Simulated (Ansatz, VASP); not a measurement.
# Two plane-wave programs on ScAl3

Contents of INCAR:

```
SYSTEM = ScAl3
PREC     = Accurate       ! precision mode
ENCUT    = 520            ! plane-wave cutoff, eV
EDIFF    = 1E-7           ! SCF threshold, eV
ISMEAR   = 0              ! smearing method
SIGMA    = 0.15           ! smearing width, eV
LREAL    = .False.        ! projectors in reciprocal space
LASPH    = .True.         ! aspherical terms in the spheres
NELM     = 60             ! most SCF steps
ALGO     = Fast           ! electronic algorithm
ISIF     = 2              ! what is computed and relaxed
LWAVE    = .False.        ! write WAVECAR
LCHARG   = .False.        ! write CHGCAR
GGA      = PE             ! functional
NBANDS   = 18             ! bands
```

KPOINTS

```
Automatic mesh
0
Gamma
  12 12 12
  0 0 0
```

The input POSCAR:

```
ScAl3
1.0
    4.1053305968      0.0000000000      0.0000000000
    0.0000000000      4.1053305968      0.0000000000
    0.0000000000      0.0000000000      4.1053305968
Sc Al
1 3
Direct
    0.0028764269     -0.0028764269      0.0000000000
    0.5000000000      0.0000000000      0.5000000000
    0.0000000000      0.5000000000      0.5000000000
    0.5000000000      0.5000000000      0.0000000000
```

Input for Ansatz:

```yaml
crystal:
  lattice:
    - [4.1053305968, 0.0, 0.0]
    - [0.0, 4.1053305968, 0.0]
    - [0.0, 0.0, 4.1053305968]
  atoms:
    - { symbol: Sc, position: [0.0028764269, -0.0028764269, 0.0] }
    - { symbol: Al, position: [0.5, 0.0, 0.5] }
    - { symbol: Al, position: [0.0, 0.5, 0.5] }
    - { symbol: Al, position: [0.5, 0.5, 0.0] }
basis:
  ecutwfc: 420
kpoints:
  mp_grid: { grid: [12, 12, 12] }
hamiltonian:
  xc: pbe
scf:
  occupations: { method: gaussian, width: 0.15 }
output:
  forces: true
  stress: true
  eigenvalues: true
```

Alike in both runs: task single point; functional PBE; k mesh 12 × 12 × 12; occupations gaussian, width 0.15 eV; no spin polarisation.

|  | VASP | Ansatz |
| --- | --- | --- |
| version | VASP 6.6.1 | Ansatz 0.2.0 |
| potentials or method | VASP PAW PBE potentials, release 64 (Sc_sv, Al), cutoff 520 eV | scalar-relativistic, plane waves, PAW |
| valence electrons in the cell | 20 | 20 |

|  | VASP | Ansatz | Ansatz less VASP |
| --- | --- | --- | --- |
| gap on the k mesh at the Fermi level (eV) | none | none | - |
| pressure (GPa) | 0.0 | 0.0 | +0.10 |
| rms of the force components (eV/Å) | 0.054 | 0.054 | -0.0003 |

Atom by atom the forces differ by 0.000 eV/Å (rms over components). A gap of «none» marks a metal or a gap that the smearing closes. With one functional, cell and mesh, what is left measures potentials, basis and numerics.
